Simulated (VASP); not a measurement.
Input of a VASP 6.6.1 run:

The input INCAR:

```
PREC = Accurate
ENCUT = 520
EDIFF = 1E-6
ISMEAR = -1
SIGMA = 0.05
LREAL = False
LASPH = True
NELM = 80
ALGO = Normal
ISIF = 2
LWAVE = False
LCHARG = False
GGA = PS
NBANDS = 16
```

The input KPOINTS:

```
Automatic mesh
0
Gamma
  7 7 7
```

POSCAR

```
HgTe
1.0
    0.0000000000      3.1800000000      3.1800000000
    3.1800000000      0.0000000000      3.1800000000
    3.1800000000      3.1800000000      0.0000000000
Hg Te
1 1
Direct
    0.0000000000      0.0000000000      0.0000000000
    0.5000000000      0.5000000000      0.5000000000
```

Potentials or basis: VASP PAW PBE potentials, release 64 (Hg, Te).

Run with:

```sh
$ cat potpaw_PBE.64/Hg/POTCAR potpaw_PBE.64/Te/POTCAR > POTCAR
$ mpirun -np 1 vasp_std > vasp.out
```

Problem. Estimate the band gap on the k mesh.

Solution. Zero (band 9 reaches 3.11 eV, above the bottom of band 10 at 1.17 eV).

Problem. Estimate the pressure.

Solution. -6.4 GPa.

Caveat: the PAW data sets were made with another functional, which shifts forces and pressure a little; spin-orbit coupling is left out, which moves the levels of the heavy elements.
